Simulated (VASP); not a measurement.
**C: single point with PBE+D3(BJ)**

C:

```
C
1.0
     2.46664    0.00000    0.00000
    -1.23332    2.13617    0.00000
     0.00000    0.00000    6.93712
C
4
Direct
  0.00000 0.00000 0.25000
  0.00000 0.00000 0.75000
  0.33333 0.66667 0.25000
  0.66667 0.33333 0.75000
```

This cell differs from its parent crystal: volume scaled by 1.03, then relaxed in part.

```json
{
 "Program": "VASP 6.6.1",
 "Task": "single point",
 "Functional": "PBE",
 "Dispersion": "D3(BJ)",
 "Potentials or basis": "VASP PAW PBE potentials, release 64 (C)",
 "Cutoff": "520 eV",
 "k mesh": "21 × 21 × 6",
 "Occupations": "gaussian, width 0.1 eV",
 "Spin": "no spin polarisation"
}
```

| Item | Value |
| --- | --- |
| Pressure | -0.4 GPa |
| Band gap on the k mesh | zero (band 8 reaches 4.38 eV, above the bottom of band 9 at 4.37 eV) |
| Dispersion energy per atom | -0.150 eV |

Stress tensor (GPa, compression positive):
```
-0.10  0.00  0.00
 0.00 -0.10  0.00
 0.00  0.00 -0.89
```

Levels at points of the mesh, in eV from the Fermi level:
| k point | band 6 | band 7 | band 8 | band 9 | band 10 | band 11 |
| --- | --- | --- | --- | --- | --- | --- |
| (0.00, 0.00, 0.00) | -3.02 | -3.01 | -3.01 | 4.04 | 8.31 | 8.31 |
| (0.00, 0.00, 0.50) | -3.01 | -3.01 | -3.01 | 6.42 | 6.42 | 8.33 |

Wall time 78 s on 1 thread of Intel(R) Xeon(R) Platinum 8375C CPU @ 2.90GHz (Ice Lake) (shared host), peak memory 0.21 GiB.
